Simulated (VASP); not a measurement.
# KCl (I4/mmm) in VASP: a series of runs

Runs on KCl. Level: r2SCAN. Tasks: single point.

All numbers are computed with VASP 6.6.1; they aren't measurements. Logs are shortened: lines on timing, memory, paths and dates and some standing lists are left out, and cuts for length are marked.

## (1) The cell of the first run

It takes space group I4/mmm (No. 139, tetragonal). Conventional cell: a = 4.285 Å, b = 4.285 Å, c = 6.565 Å, α = 90.00°, β = 90.00°, γ = 90.00°. Within 4.0 Å of K (site symmetry 4/mmm) lie 6 Cl at 3.03 to 3.28 Å. Within 4.0 Å of Cl (site symmetry 4/mmm) lie 6 K at 3.03 to 3.28 Å.

## (2) Single point, r2SCAN (strain -0.040 along x and y, +0.040 along z)

Input file POSCAR:

```
KCl
1.0
    0.0000000000      3.0298560000      3.2823440000
    3.0298560000      0.0000000000      3.2823440000
    3.0298560000      3.0298560000      0.0000000000
K Cl
1 1
Direct
    0.0000000000      0.0000000000      0.0000000000
    0.5000000000      0.5000000000      0.5000000000
```

Input file INCAR.step1:

```
SYSTEM = KCl
ALGO = Normal
EDIFF = 1E-5
ENCUT = 550
GGA = PE
GGA_COMPAT = .False.
ISMEAR = 0
LASPH = .True.
LCHARG = .False.
LREAL = .False.
LWAVE = .True.
NBANDS = 15
NELM = 120
PREC = Accurate
SIGMA = 0.05
```

Input file INCAR.step2:

```
SYSTEM = KCl
ALGO = Normal
EDIFF = 1E-6
ENCUT = 550
GGA_COMPAT = .False.
ISIF = 2
ISMEAR = 0
ISTART = 1
LASPH = .True.
LCHARG = .True.
LELF = .True.
LMIXTAU = .True.
LREAL = .False.
LVHAR = .True.
LWAVE = .False.
METAGGA = R2SCAN
NBANDS = 15
NELM = 120
PREC = Accurate
SIGMA = 0.05
```

Input file KPOINTS:

```
k-points
0
Gamma
  6 6 6
  0 0 0
```

Potentials or basis: VASP PAW PBE potentials, release 64 (K_sv, Cl).

On the command line:

```console
$ cat potpaw_PBE.64/K_sv/POTCAR potpaw_PBE.64/Cl/POTCAR > POTCAR
$ cp INCAR.step1 INCAR
$ mpirun -np 1 vasp_std > vasp.out
$ cp INCAR.step2 INCAR
$ mpirun -np 1 vasp_std > vasp.out
```

OUTCAR:

```text
SYSTEM = KCl
   EDIFF = 1E-6
   ENCUT = 550
   ISIF = 2
   ISMEAR = 0
   ISTART = 1
   LASPH = .True.
   LREAL = .False.
   METAGGA = R2SCAN
   NELM = 120
   PREC = Accurate

 ion  position               nearest neighbor table
   1  0.000  0.000  0.000-   2 3.03   2 3.03   2 3.03   2 3.03
   2  0.500  0.500  0.500-   1 3.03   1 3.03   1 3.03   1 3.03

  LATTYP: Found a body centered tetragonal cell.
 ALAT       =     4.2848634472
 C/A-ratio  =     1.5320646926

  Lattice vectors:

 A1 = (  -3.0298560000,   0.0000000000,   3.2823440000)
 A2 = (   3.0298560000,   0.0000000000,   3.2823440000)
 A3 = (   0.0000000000,   3.0298560000,  -3.2823440000)

Analysis of symmetry for initial positions (statically):
=====================================================================
 Subroutine PRICEL returns:
 Original cell was already a primitive cell.

 Routine SETGRP: Setting up the symmetry group for a
 body centered tetragonal supercell.

 Subroutine GETGRP returns: Found 16 space group operations
 (whereof 16 operations were pure point group operations)
 out of a pool of 16 trial point group operations.

The static configuration has the point symmetry D_4h.

Analysis of symmetry for dynamics (positions and initial velocities):
=====================================================================
 Subroutine PRICEL returns:
 Original cell was already a primitive cell.

 Routine SETGRP: Setting up the symmetry group for a
 body centered tetragonal supercell.

 Subroutine GETGRP returns: Found 16 space group operations
 (whereof 16 operations were pure point group operations)
 out of a pool of 16 trial point group operations.

The dynamic configuration has the point symmetry D_4h.

 Subroutine INISYM returns: Found 16 space group operations
 (whereof 16 operations are pure point group operations),
 and found     1 'primitive' translations

----------------------------------------------------------------------------------------

                                     Primitive cell

  volume of cell :      60.2640

  direct lattice vectors                    reciprocal lattice vectors
     0.000000000  3.029856000  3.282344000    -0.165024344  0.165024344  0.152330164
     3.029856000  0.000000000  3.282344000     0.165024344 -0.165024344  0.152330164
     3.029856000  3.029856000  0.000000000     0.165024344  0.165024344 -0.152330164

  length of vectors
     4.466968717  4.466968717  4.284863447     0.278694362  0.278694362  0.278694362

  position of ions in fractional coordinates (direct lattice)
[... 91 lines left out ...]
   NUPDOWN=      -1.0000    fix difference up-down
   EMIN   =  10.00;   EMAX   =-10.00  energy-range for DOS
   EFERMI =   0.00;   METHOD = LEGACY
   ISMEAR =     0;   SIGMA  =   0.05  broadening in eV -4-tet -1-fermi 0-gaus
   EFERMI_NEDOS =   21; number of points for ismear=-14 and -15
   IALGO  =     38    algorithm
   IMIX   =      4    mixing-type and parameters
     AMIX     =   0.40;   BMIX     =  1.00
     AMIX_MAG =   1.60;   BMIX_MAG =  1.00
  volume/ion in A,a.u.               =      30.13       203.34
  Fermi-wavevector in a.u.,A,eV,Ry     =   1.052193  1.988357 15.063152  1.107110
  Thomas-Fermi vector in A             =   2.187266
   LORBIT       =      0    0 simple, 1 ext, 2 COOP (PROOUT), +10 PAW based schemes
   METAGGA = R2SCAN    functional components
   LHFCALC =     F    Hartree Fock is set to
   AEXX    =    0.0000 exact exchange contribution
   IVDW    =     0    specifies the selected vdW correction
   LEPSILON=     F    determine dielectric tensor
   LRPA    =     F    only Hartree local field effects (RPA)
 non-spin polarized calculation
 Gauss-broadening in eV      SIGMA  =   0.05
  energy-cutoff  :      550.00
  volume of cell :       60.26
 maximum number of plane-waves:      1785
 NGX is ok and might be reduce to    36
   NGX = 17   NGY = 17   NGZ = 17

 number of electron      16.0000002 magnetization

 Free energy of the ion-electron system (eV)
  ---------------------------------------------------
  ext. energy  EPLUGINS =         0.00000000
  ---------------------------------------------------
  free energy    TOTEN  =       -16.46674938 eV

  energy without entropy =      -16.46674938  energy(sigma->0) =      -16.46674938

 E-fermi :  -1.8876     XC(G=0):  -8.0938

 val. band max:       -2.1030890981   @ k =   0.0000   0.0000   0.0000
 cond. band min:       3.7869346208   @ k =   0.0000   0.0000   0.0000
 fundamental gap:      5.8900237188
 Fermi energy:        -1.8876111511

 k-point     1 :       0.0000    0.0000    0.0000
  band No.  band energies     occupation
      1     -30.3007      2.00000
      2     -14.8461      2.00000
      3     -13.0067      2.00000
      4     -12.9936      2.00000
      5     -12.9936      2.00000
      6      -2.1727      2.00000
      7      -2.1031      2.00000
      8      -2.1031      2.00000
      9       3.7869      0.00000
     10       6.5831      0.00000
     11       7.1122      0.00000
     12       7.1122      0.00000
     13       7.8427      0.00000
     14       8.1764      0.00000
[... 401 lines left out ...]
      2     -14.8219      2.00000
      3     -13.1004      2.00000
      4     -13.0539      2.00000
      5     -12.9948      2.00000
      6      -2.8069      2.00000
      7      -2.5102      2.00000
      8      -2.4162      2.00000
      9       5.3084      0.00000
     10       7.0949      0.00000
     11       8.7011      0.00000
     12       9.3947      0.00000
     13       9.6751      0.00000
     14      10.1246      0.00000
     15      10.8431      0.00000

 [... further k-points ...]

------------------------ aborting loop because EDIFF is reached ----------------------------------------

  FORCE on cell =-STRESS in cart. coord.  units (eV):
  Direction    XX          YY          ZZ          XY          YZ          ZX
  --------------------------------------------------------------------------------------
  -------------------------------------------------------------------------------------
  Total        0.8422405      0.8422405     -0.4399830      0.0000000      0.0000000      0.0000000
  in kB       22.3917817     22.3917817    -11.6973747      0.0000000      0.0000000      0.0000000
  external PRESSURE =      11.0287296 kB  Pullay stress =       0.0000000 kB

 VOLUME and BASIS-vectors are now :
 -----------------------------------------------------------------------------
  energy-cutoff  :      550.00
  volume of cell :       60.26
      direct lattice vectors                 reciprocal lattice vectors
     0.000000000  3.029856000  3.282344000    -0.165024344  0.165024344  0.152330164
     3.029856000  0.000000000  3.282344000     0.165024344 -0.165024344  0.152330164
     3.029856000  3.029856000  0.000000000     0.165024344  0.165024344 -0.152330164

 POSITION                                       TOTAL-FORCE (eV/Angst)
 -----------------------------------------------------------------------------------
      0.00000      0.00000      0.00000        -0.000000      0.000000      0.000000
      3.02986      3.02986      3.28234         0.000000     -0.000000      0.000000
 -----------------------------------------------------------------------------------
    total drift:                                0.000000      0.000000      0.000000

  FREE ENERGIE OF THE ION-ELECTRON SYSTEM (eV)
  ---------------------------------------------------
  free  energy   TOTEN  =       -16.4667493845 eV

  energy  without entropy=      -16.4667493845  energy(sigma->0) =      -16.46674938
```

Wall time 3.9 min (1 thread of AMD EPYC 7R13, shared host); peak memory 0.19 GiB.

What came out:

- Free energy: -16.4667 eV
- Pressure: 1.1 GPa
- Band gap on the k mesh: 5.89 eV

Caveat: the cell differs from its parent crystal (strain -0.040 along x and y, +0.040 along z); the PAW data sets were made with another functional, which shifts forces and pressure a little.

## (3) Single point, r2SCAN (strain -0.040 along x and y, +0.080 along z)

Input file POSCAR:

```
KCl
1.0
    0.0000000000      3.0298560000      3.4085880000
    3.0298560000      0.0000000000      3.4085880000
    3.0298560000      3.0298560000      0.0000000000
K Cl
1 1
Direct
    0.0000000000      0.0000000000      0.0000000000
    0.5000000000      0.5000000000      0.5000000000
```

Input file INCAR.step1:

```
SYSTEM = KCl
PREC = Accurate ; ENCUT = 550
ISMEAR = 0 ; SIGMA = 0.05
LREAL = .FALSE. ; LASPH = .TRUE.
NELM = 120 ; NBANDS = 15
GGA = PE ; ALGO = Normal
EDIFF = 1E-5 ; LWAVE = .TRUE.
LCHARG = .FALSE. ; GGA_COMPAT = .FALSE.
```

Input file INCAR.step2:

```
SYSTEM = KCl
PREC = Accurate ; ENCUT = 550
EDIFF = 1E-6 ; ISMEAR = 0
SIGMA = 0.05 ; LREAL = .FALSE.
LASPH = .TRUE. ; NELM = 120
ALGO = Normal ; ISIF = 2
LWAVE = .FALSE. ; LCHARG = .FALSE.
METAGGA = R2SCAN ; LMIXTAU = .TRUE.
NBANDS = 15 ; ISTART = 1
GGA_COMPAT = .FALSE.
```

Input file KPOINTS:

```
regular mesh
0
G
  6 6 6
  0 0 0
```

Potentials or basis: VASP PAW PBE potentials, release 64 (K_sv, Cl).

On the command line:

```console
$ cat potpaw_PBE.64/K_sv/POTCAR potpaw_PBE.64/Cl/POTCAR > POTCAR
$ cp INCAR.step1 INCAR
$ mpirun -np 1 vasp_std > vasp.out
$ cp INCAR.step2 INCAR
$ mpirun -np 1 vasp_std > vasp.out
```

It took 3.4 min on 1 thread of AMD EPYC 7R13, shared host; peak memory 0.2 GiB.

The run converged. Its results:

| Item | Value |
| --- | --- |
| Free energy | -16.4441 eV |
| Pressure | 0.7 GPa |
| Band gap on the k mesh | 5.73 eV |

Stress tensor (GPa, compression positive):
```
 1.97  0.00  0.00
 0.00  1.97  0.00
 0.00  0.00 -1.94
```

Levels at points of the mesh, in eV from the valence-band top:
```
           k point  band 6  band 7  band 8  band 9  band 10  band 11
(0.00, 0.00, 0.00)   -0.08    0.00    0.00    5.73     8.54     9.29
(0.50, 0.00, 0.00)   -1.09   -0.38   -0.36    8.06     9.13    11.28
(0.50, 0.50, 0.00)   -0.79   -0.16   -0.16    7.14     9.19    10.12
(0.50, 0.00, 0.50)   -0.63   -0.30   -0.28    6.98     9.17    10.82
```

Caveat: the cell differs from its parent crystal (strain -0.040 along x and y, +0.080 along z); the PAW data sets were made with another functional, which shifts forces and pressure a little.

## (4) Single point, r2SCAN (strain +0.040 along x and y, -0.080 along z)

Input file POSCAR:

```
KCl
1.0
    0.0000000000      3.2823440000      2.9036120000
    3.2823440000      0.0000000000      2.9036120000
    3.2823440000      3.2823440000      0.0000000000
K Cl
1 1
Direct
    0.0000000000      0.0000000000      0.0000000000
    0.5000000000      0.5000000000      0.5000000000
```

Input file INCAR.step1:

```
PREC     = Accurate       # precision mode
ENCUT    = 550            # plane-wave cutoff, eV
ISMEAR   = 0              # smearing method
SIGMA    = 0.05           # smearing width, eV
LREAL    = F              # projectors in reciprocal space
LASPH    = T              # aspherical terms in the spheres
NELM     = 120            # most SCF steps
NBANDS   = 15             # bands
GGA      = PE             # functional
ALGO     = Normal         # electronic algorithm
EDIFF    = 1E-5           # SCF threshold, eV
LWAVE    = T              # write WAVECAR
LCHARG   = F              # write CHGCAR
GGA_COMPAT= F
```

Input file INCAR.step2:

```
PREC     = Accurate       # precision mode
ENCUT    = 550            # plane-wave cutoff, eV
EDIFF    = 1E-6           # SCF threshold, eV
ISMEAR   = 0              # smearing method
SIGMA    = 0.05           # smearing width, eV
LREAL    = F              # projectors in reciprocal space
LASPH    = T              # aspherical terms in the spheres
NELM     = 120            # most SCF steps
ALGO     = Normal         # electronic algorithm
ISIF     = 2              # what is computed and relaxed
LWAVE    = F              # write WAVECAR
LCHARG   = T              # write CHGCAR
METAGGA  = R2SCAN         # meta-GGA
LMIXTAU  = T            
LELF     = T              # ELF
LVHAR    = T            
NBANDS   = 15             # bands
ISTART   = 1            
GGA_COMPAT= F
```

Input file KPOINTS:

```
regular mesh
0
Gamma
  6 6 6
```

On the command line:

```console
$ cat potpaw_PBE.64/K_sv/POTCAR potpaw_PBE.64/Cl/POTCAR > POTCAR
$ cp INCAR.step1 INCAR
$ mpirun -np 1 vasp_std > vasp.out
$ cp INCAR.step2 INCAR
$ mpirun -np 1 vasp_std > vasp.out
```

It took 4.5 min on 1 thread of AMD EPYC 7R13, shared host; peak memory 0.2 GiB.

Results (log left out):

| Quantity | Value |
| --- | --- |
| Free energy | -16.4128 eV |
| Pressure | 0.9 GPa |
| Band gap on the k mesh | 5.65 eV |

Stress tensor (GPa, compression positive):
```
-1.28  0.00  0.00
 0.00 -1.28  0.00
 0.00  0.00  5.24
```

Levels at points of the mesh, in eV from the valence-band top:
```tsv
k point	band 5	band 6	band 7	band 8	band 9	band 10	band 11	band 12
(0.00, 0.00, 0.00)	-11.04	-0.13	-0.13	0.00	5.65	8.72	8.72	9.51
(0.50, 0.00, 0.00)	-10.70	-1.16	-0.44	-0.44	7.99	9.07	11.18	11.34
(0.50, 0.50, 0.00)	-11.11	-0.56	-0.43	-0.43	6.78	9.28	11.01	11.25
(0.50, 0.00, 0.50)	-11.06	-0.83	-0.28	-0.21	7.06	8.97	10.28	11.10
```

Caveat: the cell differs from its parent crystal (strain +0.040 along x and y, -0.080 along z); the PAW data sets were made with another functional, which shifts forces and pressure a little.

(Continued in part 2 of 2.)
